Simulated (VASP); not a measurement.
# PbO2 (Fm-3m) in VASP: a series of runs

The runs below take PbO2 through single point, with LDA, PBEsol.

All numbers are computed with VASP 6.6.1; they aren't measurements. Logs are shortened: lines on timing, memory, paths and dates and some standing lists are left out, and cuts for length are marked.

**1. The cell of the first run**

Symmetry: Fm-3m, No. 225, cubic system. Conventional cell: a = 5.404 Å, b = 5.404 Å, c = 5.404 Å, α = 90.00°, β = 90.00°, γ = 90.00°. Within 3.1 Å of Pb (site symmetry m-3m) lie 8 O at 2.34 Å. Within 3.1 Å of O (site symmetry -43m) lie 4 Pb at 2.34 Å and 6 O at 2.70 Å.

**2. Single point, LDA, non-collinear spin, zero start, spin-orbit coupling**

File INCAR:

```
SYSTEM = PbO2
  PREC = Accurate
  ENCUT = 520
  EDIFF = 1E-6
  ISMEAR = -1
  SIGMA = 0.05
  LREAL = .False.
  LASPH = .True.
  NELM = 150
  ALGO = Normal
  ISIF = 2
  LWAVE = .False.
  LCHARG = .False.
  LNONCOLLINEAR = .True.
  MAGMOM = 0 0 0 0 0 0 0 0 0
  LORBIT = 11
  LSORBIT = .True.
  GGA_COMPAT = .False.
  LORBMOM = .True.
  GGA = CA
  NBANDS = 39
```

File KPOINTS:

```
regular mesh
0
Gamma
  7 7 7
  0 0 0
```

File POSCAR:

```
PbO2
1.0
    0.0000000000      2.7019920000      2.7019920000
    2.7019920000      0.0000000000      2.7019920000
    2.7019920000      2.7019920000      0.0000000000
Pb O
1 2
Direct
    0.0000000000      0.0000000000      0.0000000000
    0.7500000000      0.7500000000      0.7500000000
    0.2500000000      0.2500000000      0.2500000000
```

Potentials or basis: VASP PAW LDA potentials, release 64 (Pb_d, O).

On the command line:

```bash
$ cat potpaw_LDA.64/Pb_d/POTCAR potpaw_LDA.64/O/POTCAR > POTCAR
$ mpirun -np 1 vasp_ncl > vasp.out
```

OUTCAR:

```text
SYSTEM = PbO2
   PREC = Accurate
   ENCUT = 520
   EDIFF = 1E-6
   ISMEAR = -1
   LREAL = .False.
   LASPH = .True.
   NELM = 150
   ISIF = 2
   LNONCOLLINEAR = .True.
   LORBIT = 11
   LSORBIT = .True.
   GGA = CA

 ion  position               nearest neighbor table
   1  0.000  0.000  0.000-   2 2.34   2 2.34   2 2.34   3 2.34   3 2.34   3 2.34   3 2.34   2 2.34

   2  0.750  0.750  0.750-   1 2.34   1 2.34   1 2.34   1 2.34
   3  0.250  0.250  0.250-   1 2.34   1 2.34   1 2.34   1 2.34

  LATTYP: Found a face centered cubic cell.
 ALAT       =     5.4039840000

  Lattice vectors:

 A1 = (   0.0000000000,   2.7019920000,   2.7019920000)
 A2 = (   2.7019920000,   0.0000000000,   2.7019920000)
 A3 = (   2.7019920000,   2.7019920000,   0.0000000000)

Analysis of symmetry for initial positions (statically):
=====================================================================
 Subroutine PRICEL returns:
 Original cell was already a primitive cell.

 Routine SETGRP: Setting up the symmetry group for a
 face centered cubic supercell.

 Subroutine GETGRP returns: Found 48 space group operations
 (whereof 48 operations were pure point group operations)
 out of a pool of 48 trial point group operations.

The static configuration has the point symmetry O_h .

Analysis of symmetry for dynamics (positions and initial velocities):
=====================================================================
 Subroutine PRICEL returns:
 Original cell was already a primitive cell.

 Routine SETGRP: Setting up the symmetry group for a
 face centered cubic supercell.

 Subroutine GETGRP returns: Found 48 space group operations
 (whereof 48 operations were pure point group operations)
 out of a pool of 48 trial point group operations.

The dynamic configuration has the point symmetry O_h .

Analysis of structural, dynamic, and magnetic symmetry:
=====================================================================
 Subroutine PRICEL returns:
 Original cell was already a primitive cell.

 Routine SETGRP: Setting up the symmetry group for a
 face centered cubic supercell.

 Subroutine GETGRP returns: Found 48 space group operations
 (whereof 48 operations were pure point group operations)
 out of a pool of 48 trial point group operations.

The overall configuration has the point symmetry O_h .

 Subroutine INISYM returns: Found 48 space group operations
 (whereof 48 operations are pure point group operations),
 and found     1 'primitive' translations

----------------------------------------------------------------------------------------

                                     Primitive cell

  volume of cell :      39.4532

  direct lattice vectors                    reciprocal lattice vectors
     0.000000000  2.701992000  2.701992000    -0.185048660  0.185048660  0.185048660
     2.701992000  0.000000000  2.701992000     0.185048660 -0.185048660  0.185048660
     2.701992000  2.701992000  0.000000000     0.185048660  0.185048660 -0.185048660

  length of vectors
     3.821193732  3.821193732  3.821193732     0.320513682  0.320513682  0.320513682

  position of ions in fractional coordinates (direct lattice)
     0.000000000  0.000000000  0.000000000
     0.750000000  0.750000000  0.750000000
     0.250000000  0.250000000  0.250000000

  ion indices of the primitive-cell ions
   primitive index   ion index
                 1           1
                 2           2
                 3           3

----------------------------------------------------------------------------------------

 KPOINTS: regular mesh

Automatic generation of k-mesh.
 Grid dimensions read from file:
 generate k-points for:    7    7    7

 Generating k-lattice:

  Cartesian coordinates                     Fractional coordinates (reciprocal lattice)
    -0.026435523  0.026435523  0.026435523     0.142857143  0.000000000  0.000000000
     0.026435523 -0.026435523  0.026435523     0.000000000  0.142857143  0.000000000
     0.026435523  0.026435523 -0.026435523     0.000000000  0.000000000  0.142857143
[... 93 lines left out ...]

 number of electron      25.9999989 magnetization       0.0000000      0.0000000      0.0000000

 Free energy of the ion-electron system (eV)
  ---------------------------------------------------
  ext. energy  EPLUGINS =         0.00000000
  ---------------------------------------------------
  free energy    TOTEN  =       -18.41185847 eV

  energy without entropy =      -18.40592761  energy(sigma->0) =      -18.40889304

 E-fermi :   5.3406     XC(G=0): -11.6753

 val. band max:        5.2141662212   @ k =  -0.2857   0.4286   0.1429
 cond. band min:       5.3662786048   @ k =   0.1429   0.1429   0.0000
 fundamental gap:      0.1521123836
 Fermi energy:         5.3405933646

 k-point     1 :       0.0000    0.0000    0.0000
  band No.  band energies     occupation
      1     -12.9657      1.00000
      2     -12.9657      1.00000
      3     -11.6796      1.00000
      4     -11.6796      1.00000
      5     -11.6796      1.00000
      6     -11.6796      1.00000
[... 809 lines left out ...]
     37      21.0267      0.00000
     38      21.0267      0.00000
 [bands above 38 left out]

------------------------ aborting loop because EDIFF is reached ----------------------------------------

  FORCE on cell =-STRESS in cart. coord.  units (eV):
  Direction    XX          YY          ZZ          XY          YZ          ZX
  --------------------------------------------------------------------------------------
  -------------------------------------------------------------------------------------
  Total       -2.5160005     -2.5160005     -2.5160005     -0.0000000      0.0000000      0.0000000
  in kB     -102.1737020   -102.1737020   -102.1737020     -0.0000000      0.0000000      0.0000000
  external PRESSURE =    -102.1737020 kB  Pullay stress =       0.0000000 kB

 VOLUME and BASIS-vectors are now :
 -----------------------------------------------------------------------------
  energy-cutoff  :      520.00
  volume of cell :       39.45
      direct lattice vectors                 reciprocal lattice vectors
     0.000000000  2.701992000  2.701992000    -0.185048660  0.185048660  0.185048660
     2.701992000  0.000000000  2.701992000     0.185048660 -0.185048660  0.185048660
     2.701992000  2.701992000  0.000000000     0.185048660  0.185048660 -0.185048660

 POSITION                                       TOTAL-FORCE (eV/Angst)
 -----------------------------------------------------------------------------------
      0.00000      0.00000      0.00000        -0.000000     -0.000000      0.000000
      4.05299      4.05299      4.05299         0.000000     -0.000000     -0.000000
      1.35100      1.35100      1.35100        -0.000000      0.000000      0.000000
 -----------------------------------------------------------------------------------
    total drift:                                0.000000      0.000000      0.000000

  FREE ENERGIE OF THE ION-ELECTRON SYSTEM (eV)
  ---------------------------------------------------
  free  energy   TOTEN  =       -18.4118584711 eV

  energy  without entropy=      -18.4059276138  energy(sigma->0) =      -18.40889304

 orbital moment (x)

 # of ion     p       d       tot
 ----------------------------------------
  1        -0.000  -0.000  -0.000
  2         0.000   0.000   0.000
  3         0.000   0.000   0.000
 ----------------------------------------
            0.000  -0.000   0.000

 orbital moment (y)

 # of ion     p       d       tot
 ----------------------------------------
  1         0.000  -0.000  -0.000
  2         0.000   0.000   0.000
  3         0.000   0.000   0.000
 ----------------------------------------
            0.000  -0.000   0.000

 orbital moment (z)

 # of ion     p       d       tot
 ----------------------------------------
  1         0.000   0.000   0.000
  2         0.000   0.000   0.000
  3         0.000   0.000   0.000
 ----------------------------------------
            0.000   0.000   0.000

 Spin-Orbit-Coupling matrix elements

 Ion:    1  E_soc:     -0.7311685
 l=   1
     0.0000000    -0.0564936    -0.0564936
    -0.0564936     0.0000000    -0.0564936
    -0.0564936    -0.0564936     0.0000000
 l=   2
     0.0000000    -0.0127183     0.0000000    -0.0127183    -0.0526495
    -0.0127183     0.0000000    -0.0394871    -0.0127183    -0.0131624
     0.0000000    -0.0394871     0.0000000    -0.0394871     0.0000000
    -0.0127183    -0.0127183    -0.0394871     0.0000000    -0.0131624
    -0.0526495    -0.0131624     0.0000000    -0.0131624     0.0000000
 l=   3
     0.0000000     0.0000000     0.0000000     0.0000000     0.0000000     0.0000000     0.0000000
     0.0000000     0.0000000     0.0000000     0.0000000     0.0000000     0.0000000     0.0000000
     0.0000000     0.0000000     0.0000000     0.0000000     0.0000000     0.0000000     0.0000000
     0.0000000     0.0000000     0.0000000     0.0000000     0.0000000     0.0000000     0.0000000
[... 29 lines left out ...]
 l=   2
     0.0000000     0.0000000     0.0000000     0.0000000     0.0000000
     0.0000000     0.0000000     0.0000000     0.0000000     0.0000000
     0.0000000     0.0000000     0.0000000     0.0000000     0.0000000
     0.0000000     0.0000000     0.0000000     0.0000000     0.0000000
     0.0000000     0.0000000     0.0000000     0.0000000     0.0000000
 l=   3
     0.0000000     0.0000000     0.0000000     0.0000000     0.0000000     0.0000000     0.0000000
     0.0000000     0.0000000     0.0000000     0.0000000     0.0000000     0.0000000     0.0000000
     0.0000000     0.0000000     0.0000000     0.0000000     0.0000000     0.0000000     0.0000000
     0.0000000     0.0000000     0.0000000     0.0000000     0.0000000     0.0000000     0.0000000
     0.0000000     0.0000000     0.0000000     0.0000000     0.0000000     0.0000000     0.0000000
     0.0000000     0.0000000     0.0000000     0.0000000     0.0000000     0.0000000     0.0000000
     0.0000000     0.0000000     0.0000000     0.0000000     0.0000000     0.0000000     0.0000000

 total charge

# of ion       s       p       d       tot
------------------------------------------
    1        1.055   0.692   9.978  11.725
    2        1.582   3.316   0.000   4.898
    3        1.582   3.316   0.000   4.898
--------------------------------------------------
tot          4.220   7.324   9.978  21.522

 magnetization (x)

# of ion       s       p       d       tot
------------------------------------------
    1        0.000   0.000  -0.000   0.000
    2        0.000  -0.000   0.000  -0.000
    3        0.000   0.000   0.000   0.000
--------------------------------------------------
tot          0.000   0.000  -0.000   0.000

 magnetization (y)

# of ion       s       p       d       tot
------------------------------------------
    1        0.000   0.000   0.000   0.000
    2        0.000   0.000   0.000   0.000
    3        0.000   0.000   0.000   0.000
--------------------------------------------------
tot          0.000   0.000   0.000   0.000

 magnetization (z)

# of ion       s       p       d       tot
------------------------------------------
    1        0.000   0.000   0.000   0.000
    2        0.000  -0.000   0.000  -0.000
    3        0.000   0.000   0.000   0.000
--------------------------------------------------
tot          0.000   0.000   0.000   0.000
```

Wall time 84 s (1 thread of Intel Xeon 8259CL, shared host); peak memory 0.23 GiB.

What came out:

* Free energy: -18.4119 eV
* Pressure: -10.2 GPa
* Net moment: 0.00 μB per cell
* Valence electrons inside the program's atomic spheres: Pb 11.72; O 4.90

Moments on the atoms (μB; x, y, z):
```
Pb  0.00 0.00 0.00
O   0.00 0.00 0.00
O   0.00 0.00 0.00
```

Caveat: the cell stands under tension.

**3. Single point, PBEsol, non-collinear spin, zero start, spin-orbit coupling**

File INCAR:

```
SYSTEM = PbO2
ALGO     = Normal         ! electronic algorithm
EDIFF    = 1E-7           ! SCF threshold, eV
ENCUT    = 520            ! plane-wave cutoff, eV
GGA      = PS             ! functional
GGA_COMPAT= .FALSE.      
ISIF     = 2              ! what is computed and relaxed
ISMEAR   = -1             ! smearing method
LASPH    = .TRUE.         ! aspherical terms in the spheres
LCHARG   = .TRUE.         ! write CHGCAR
LORBIT   = 11             ! projections on sites
LORBMOM  = .TRUE.       
LREAL    = .FALSE.        ! projectors in reciprocal space
LSORBIT  = .TRUE.         ! spin-orbit coupling
LVHAR    = .TRUE.       
LWAVE    = .FALSE.        ! write WAVECAR
MAGMOM   = 0 0 0 0 0 0 0 0 0 ! initial moments
NBANDS   = 39             ! bands
NELM     = 150            ! most SCF steps
PREC     = Accurate       ! precision mode
SIGMA    = 0.05           ! smearing width, eV
```

File KPOINTS:

```
k-points
0
G
  7 7 7
  0 0 0
```

POSCAR is that of step 2.

Potentials or basis: VASP PAW PBE potentials, release 64 (Pb_d, O).

On the command line:

```bash
$ cat potpaw_PBE.64/Pb_d/POTCAR potpaw_PBE.64/O/POTCAR > POTCAR
$ mpirun -np 1 vasp_ncl > vasp.out
```

Wall time 2.4 min (1 thread of Intel Xeon 8259CL, shared host); peak memory 0.27 GiB.

Results (log left out):

* Free energy: -17.1139 eV
* Pressure: -5.8 GPa
* Net moment: 0.00 μB per cell
* Valence electrons inside the program's atomic spheres: Pb 11.71; O 4.91

Moments on the atoms (μB; x, y, z):
```
Pb  0.00 0.00 0.00
O   0.00 0.00 0.00
O   0.00 0.00 0.00
```

Caveat: the cell stands under tension; the PAW data sets were made with another functional, which shifts forces and pressure a little.
